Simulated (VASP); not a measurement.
# SrO (Fm-3m) in VASP: a series of runs

The runs below take SrO through single point, with PBE.

Everything below comes from runs of VASP 6.6.1. Logs are shortened: lines on timing, memory, paths and dates and some standing lists are left out, and cuts for length are marked.

## (1) The cell of the first run

Symmetry: Fm-3m, No. 225, cubic system. The conventional cell has a = 5.156 Å, b = 5.156 Å, c = 5.156 Å, α = 90.00°, β = 90.00°, γ = 90.00°. Sr (site symmetry m-3m) has 6 O at 2.58 Å within 3.4 Å. O (site symmetry m-3m) has 6 Sr at 2.58 Å within 3.4 Å.

## (2) Single point, PBE

INCAR reads:

```
SYSTEM = SrO
PREC = Accurate
ENCUT = 600
EDIFF = 1E-6
ISMEAR = 0
SIGMA = 0.01
LREAL = .False.
LASPH = .True.
NELM = 120
ALGO = Normal
ISIF = 2
LWAVE = .False.
LCHARG = .False.
GGA = PE
NBANDS = 15
GGA_COMPAT = .False.
```

KPOINTS reads:

```
regular mesh
0
Gamma
  6 6 6
  0 0 0
```

POSCAR reads:

```
SrO
1.0
    0.0000000000      2.5778244557      2.5778244557
    2.5778244557      0.0000000000      2.5778244557
    2.5778244557      2.5778244557      0.0000000000
Sr O
1 1
Direct
    0.5000000000      0.5000000000      0.5000000000
    0.0000000000      0.0000000000      0.0000000000
```

Potentials or basis: VASP PAW PBE potentials, release 64 (Sr_sv, O).

On the command line:

```console
cat potpaw_PBE.64/Sr_sv/POTCAR potpaw_PBE.64/O/POTCAR > POTCAR
mpirun -np 1 vasp_std > vasp.out
```

OUTCAR:

```text
SYSTEM = SrO
   PREC = Accurate
   ENCUT = 600
   EDIFF = 1E-6
   ISMEAR = 0
   LREAL = .False.
   LASPH = .True.
   NELM = 120
   ISIF = 2
   GGA = PE

 ion  position               nearest neighbor table
   1  0.500  0.500  0.500-   2 2.58   2 2.58   2 2.58   2 2.58   2 2.58   2 2.58
   2  0.000  0.000  0.000-   1 2.58   1 2.58   1 2.58   1 2.58   1 2.58   1 2.58

  LATTYP: Found a face centered cubic cell.
 ALAT       =     5.1556489114

  Lattice vectors:

 A1 = (   0.0000000000,   2.5778244557,   2.5778244557)
 A2 = (   2.5778244557,   0.0000000000,   2.5778244557)
 A3 = (   2.5778244557,   2.5778244557,   0.0000000000)

Analysis of symmetry for initial positions (statically):
=====================================================================
 Subroutine PRICEL returns:
 Original cell was already a primitive cell.

 Routine SETGRP: Setting up the symmetry group for a
 face centered cubic supercell.

 Subroutine GETGRP returns: Found 48 space group operations
 (whereof 48 operations were pure point group operations)
 out of a pool of 48 trial point group operations.

The static configuration has the point symmetry O_h .

Analysis of symmetry for dynamics (positions and initial velocities):
=====================================================================
 Subroutine PRICEL returns:
 Original cell was already a primitive cell.

 Routine SETGRP: Setting up the symmetry group for a
 face centered cubic supercell.

 Subroutine GETGRP returns: Found 48 space group operations
 (whereof 48 operations were pure point group operations)
 out of a pool of 48 trial point group operations.

The dynamic configuration has the point symmetry O_h .

 Subroutine INISYM returns: Found 48 space group operations
 (whereof 48 operations are pure point group operations),
 and found     1 'primitive' translations

----------------------------------------------------------------------------------------

                                     Primitive cell

  volume of cell :      34.2602

  direct lattice vectors                    reciprocal lattice vectors
     0.000000000  2.577824456  2.577824456    -0.193962005  0.193962005  0.193962005
     2.577824456  0.000000000  2.577824456     0.193962005 -0.193962005  0.193962005
     2.577824456  2.577824456  0.000000000     0.193962005  0.193962005 -0.193962005

  length of vectors
     3.645594307  3.645594307  3.645594307     0.335952047  0.335952047  0.335952047

  position of ions in fractional coordinates (direct lattice)
     0.500000000  0.500000000  0.500000000
     0.000000000  0.000000000  0.000000000

  ion indices of the primitive-cell ions
   primitive index   ion index
                 1           1
                 2           2

----------------------------------------------------------------------------------------

 KPOINTS: regular mesh

Automatic generation of k-mesh.
 Grid dimensions read from file:
 generate k-points for:    6    6    6

 Generating k-lattice:

  Cartesian coordinates                     Fractional coordinates (reciprocal lattice)
    -0.032327001  0.032327001  0.032327001     0.166666667  0.000000000  0.000000000
     0.032327001 -0.032327001  0.032327001     0.000000000  0.166666667  0.000000000
     0.032327001  0.032327001 -0.032327001     0.000000000  0.000000000  0.166666667

  Length of vectors
     0.055992008  0.055992008  0.055992008

  Shift w.r.t. Gamma in fractional coordinates (k-lattice)
     0.000000000  0.000000000  0.000000000

 Subroutine IBZKPT returns following result:
 ===========================================

 Found     16 irreducible k-points:

 Following reciprocal coordinates:
            Coordinates               Weight
  0.000000  0.000000  0.000000      1.000000
  0.166667  0.000000  0.000000      8.000000
  0.333333  0.000000  0.000000      8.000000
  0.500000  0.000000  0.000000      4.000000
  0.166667  0.166667  0.000000      6.000000
  0.333333  0.166667  0.000000     24.000000
[... 8 lines left out ...]
 -0.333333  0.333333  0.166667     24.000000
 -0.333333  0.500000  0.166667     12.000000
   k-points           NKPTS =     16   k-points in BZ     NKDIM =     16   number of bands    NBANDS=     15
   number of dos      NEDOS =    301   number of ions     NIONS =      2
   total plane-waves  NPLWV =  27000
   dimension x,y,z NGX =    30 NGY =   30 NGZ =   30
   dimension x,y,z NGXF=    60 NGYF=   60 NGZF=   60
   ions per type =               1   1
   NGX,Y,Z   is equivalent  to a cutoff of  13.68, 13.68, 13.68 a.u.
   NGXF,Y,Z  is equivalent  to a cutoff of  27.36, 27.36, 27.36 a.u.
 SYSTEM =  SrO
   PREC   = accura    normal or accurate (medium, high low for compatibility)
   ISTART =      0    job   : 0-new  1-cont  2-samecut
   ICHARG =      2    charge: 1-file 2-atom 10-const
   ISPIN  =      1    spin polarized calculation?
   LNONCOLLINEAR =      F non collinear calculations
   LSORBIT =      F    spin-orbit coupling
   LASPH  =      T    aspherical Exc in radial PAW
   ENCUT  =  600.0 eV  44.10 Ry    6.64 a.u.   7.28  7.28  7.28*2*pi/ulx,y,z
   NELM   =    120;   NELMIN=  2; NELMDL= -5     # of ELM steps
   EDIFF  = 0.1E-05   stopping-criterion for ELM
   LREAL  =      F    real-space projection
   EDIFFG = 0.1E-04   stopping-criterion for IOM
   NSW    =      0    number of steps for IOM
   IBRION =     -1    ionic relax: 0-MD 1-quasi-New 2-CG
   NFREE  =      0    steps in history (QN), initial steepest desc. (CG)
   ISIF   =      2    stress and relaxation
   ISYM   =      2    0-nonsym 1-usesym 2-fastsym
   POTIM  = 0.5000    time-step for ionic-motion
   TEBEG  =    0.0;   TEEND  =   0.0 temperature during run
   PSTRESS=    0.0 pullay stress
   NELECT =      16.0000    total number of electrons
   NUPDOWN=      -1.0000    fix difference up-down
   EMIN   =  10.00;   EMAX   =-10.00  energy-range for DOS
   EFERMI =   0.00;   METHOD = LEGACY
   ISMEAR =     0;   SIGMA  =   0.01  broadening in eV -4-tet -1-fermi 0-gaus
   EFERMI_NEDOS =   21; number of points for ismear=-14 and -15
   IALGO  =     38    algorithm
   IMIX   =      4    mixing-type and parameters
     AMIX     =   0.40;   BMIX     =  1.00
     AMIX_MAG =   1.60;   BMIX_MAG =  1.00
  volume/ion in A,a.u.               =      17.13       115.60
  Fermi-wavevector in a.u.,A,eV,Ry     =   1.270140  2.400216 21.949665  1.613255
  Thomas-Fermi vector in A             =   2.403143
   LORBIT       =      0    0 simple, 1 ext, 2 COOP (PROOUT), +10 PAW based schemes
   GGA     = PE    functional components
   LHFCALC =     F    Hartree Fock is set to
   AEXX    =    0.0000 exact exchange contribution
   IVDW    =     0    specifies the selected vdW correction
   LEPSILON=     F    determine dielectric tensor
   LRPA    =     F    only Hartree local field effects (RPA)
 non-spin polarized calculation
 Gauss-broadening in eV      SIGMA  =   0.01
  energy-cutoff  :      600.00
  volume of cell :       34.26
 maximum number of plane-waves:      1162
 NGX is ok and might be reduce to    30
   NGX = 15   NGY = 15   NGZ = 15

 number of electron      15.9999997 magnetization

 Free energy of the ion-electron system (eV)
  ---------------------------------------------------
  ext. energy  EPLUGINS =         0.00000000
  ---------------------------------------------------
  free energy    TOTEN  =       -12.04820748 eV

  energy without entropy =      -12.04820748  energy(sigma->0) =      -12.04820748

 E-fermi :   1.7720     XC(G=0):  -9.9886

 val. band max:        1.6250096888   @ k =   0.0000   0.0000   0.0000
 cond. band min:       4.8951106155   @ k =   0.5000   0.5000   0.0000
 fundamental gap:      3.2701009267
 Fermi energy:         1.7720271593

 k-point     1 :       0.0000    0.0000    0.0000
  band No.  band energies     occupation
      1     -30.7914      2.00000
      2     -13.4551      2.00000
      3     -12.4375      2.00000
      4     -12.4375      2.00000
      5     -12.4375      2.00000
      6       1.6250      2.00000
      7       1.6250      2.00000
      8       1.6250      2.00000
      9       5.5521      0.00000
     10       7.8188      0.00000
     11       7.8188      0.00000
     12       7.8188      0.00000
     13       9.9681      0.00000
     14       9.9681      0.00000
     15      14.2987      0.00000

 k-point     2 :       0.1667    0.0000    0.0000
  band No.  band energies     occupation
      1     -30.7586      2.00000
      2     -14.0166      2.00000
      3     -12.4580      2.00000
      4     -12.4580      2.00000
      5     -11.9573      2.00000
      6       0.9070      2.00000
      7       1.3014      2.00000
      8       1.3014      2.00000
      9       6.6980      0.00000
     10       7.6204      0.00000
     11       8.3477      0.00000
     12       8.3477      0.00000
     13      10.6561      0.00000
     14      10.6561      0.00000
     15      15.9372      0.00000

 k-point     3 :       0.3333    0.0000    0.0000
  band No.  band energies     occupation
      1     -30.6918      2.00000
      2     -14.6972      2.00000
      3     -12.4980      2.00000
      4     -12.4980      2.00000
      5     -11.4398      2.00000
      6      -0.1123      2.00000
      7       0.7469      2.00000
      8       0.7469      2.00000
      9       7.7912      0.00000
     10       8.8376      0.00000
     11       9.6266      0.00000
     12       9.6266      0.00000
     13      12.2024      0.00000
     14      12.2024      0.00000
     15      17.3916      0.00000

 k-point     4 :       0.5000    0.0000    0.0000
  band No.  band energies     occupation
      1     -30.6580      2.00000
      2     -14.9655      2.00000
      3     -12.5177      2.00000
      4     -12.5177      2.00000
      5     -11.2531      2.00000
      6      -0.5296      2.00000
      7       0.5032      2.00000
      8       0.5032      2.00000
      9       8.1430      0.00000
     10      10.0185      0.00000
     11      10.4264      0.00000
     12      10.4264      0.00000
     13      13.4630      0.00000
     14      13.4630      0.00000
     15      16.2948      0.00000
[... 163 lines left out ...]
 k-point    14 :       0.5000    0.3333    0.1667
  band No.  band energies     occupation
      1     -30.6497      2.00000
      2     -14.4480      2.00000
      3     -12.8433      2.00000
      4     -12.6791      2.00000
      5     -11.7727      2.00000
      6       0.2919      2.00000
      7       0.8039      2.00000
      8       1.2606      2.00000
      9       6.6680      0.00000
     10       8.8041      0.00000
     11      10.3768      0.00000
     12      11.0080      0.00000
     13      12.3656      0.00000
     14      13.6332      0.00000
     15      15.8869      0.00000

 k-point    15 :      -0.3333    0.3333    0.1667
  band No.  band energies     occupation
      1     -30.6278      2.00000
      2     -14.4351      2.00000
      3     -12.9555      2.00000
      4     -12.8132      2.00000
      5     -11.7449      2.00000
      6       0.3070      2.00000
      7       0.9510      2.00000
      8       1.0106      2.00000
      9       7.8089      0.00000
     10       7.9349      0.00000
     11      10.5468      0.00000
     12      11.6693      0.00000
     13      13.0031      0.00000
     14      14.5174      0.00000
     15      15.2465      0.00000

 k-point    16 :      -0.3333    0.5000    0.1667
  band No.  band energies     occupation
      1     -30.6181      2.00000
      2     -14.0135      2.00000
      3     -13.2330      2.00000
      4     -12.9450      2.00000
      5     -12.0302      2.00000
      6       0.7482      2.00000
      7       1.1532      2.00000
      8       1.2809      2.00000
      9       6.2638      0.00000
     10       9.1709      0.00000
     11      10.0246      0.00000
     12      12.5598      0.00000
     13      12.6647      0.00000
     14      14.5008      0.00000
     15      15.0267      0.00000

------------------------ aborting loop because EDIFF is reached ----------------------------------------

  FORCE on cell =-STRESS in cart. coord.  units (eV):
  Direction    XX          YY          ZZ          XY          YZ          ZX
  --------------------------------------------------------------------------------------
  -------------------------------------------------------------------------------------
  Total        0.5351975      0.5351975      0.5351975      0.0000000     -0.0000000      0.0000000
  in kB       25.0284920     25.0284920     25.0284920      0.0000000     -0.0000000      0.0000000
  external PRESSURE =      25.0284920 kB  Pullay stress =       0.0000000 kB

 VOLUME and BASIS-vectors are now :
 -----------------------------------------------------------------------------
  energy-cutoff  :      600.00
  volume of cell :       34.26
      direct lattice vectors                 reciprocal lattice vectors
     0.000000000  2.577824456  2.577824456    -0.193962005  0.193962005  0.193962005
     2.577824456  0.000000000  2.577824456     0.193962005 -0.193962005  0.193962005
     2.577824456  2.577824456  0.000000000     0.193962005  0.193962005 -0.193962005

 POSITION                                       TOTAL-FORCE (eV/Angst)
 -----------------------------------------------------------------------------------
      2.57782      2.57782      2.57782         0.000000      0.000000      0.000000
      0.00000      0.00000      0.00000        -0.000000     -0.000000     -0.000000
 -----------------------------------------------------------------------------------
    total drift:                               -0.000000      0.000000      0.000000

  FREE ENERGIE OF THE ION-ELECTRON SYSTEM (eV)
  ---------------------------------------------------
  free  energy   TOTEN  =       -12.0482074835 eV

  energy  without entropy=      -12.0482074835  energy(sigma->0) =      -12.04820748
```

It took 10 s on 1 thread of Intel Xeon Platinum 8488C (Sapphire Rapids), shared host; peak memory 0.17 GiB.

What came out:

| Quantity | Value |
| --- | --- |
| Free energy | -12.0482 eV |
| Pressure | 2.5 GPa |
| Band gap on the k mesh | 3.27 eV (least direct gap 3.36 eV) |

Levels at points of the mesh, in eV from the valence-band top:
```
           k point  band 5  band 6  band 7  band 8  band 9  band 10  band 11  band 12
(0.00, 0.00, 0.00)  -14.06    0.00    0.00    0.00    3.93     6.19     6.19     6.19
(0.50, 0.00, 0.00)  -12.88   -2.15   -1.12   -1.12    6.52     8.39     8.80     8.80
(0.50, 0.50, 0.00)  -14.42   -0.45   -0.09   -0.09    3.27     7.74    10.12    10.31
```

[end of part 1 of 2]
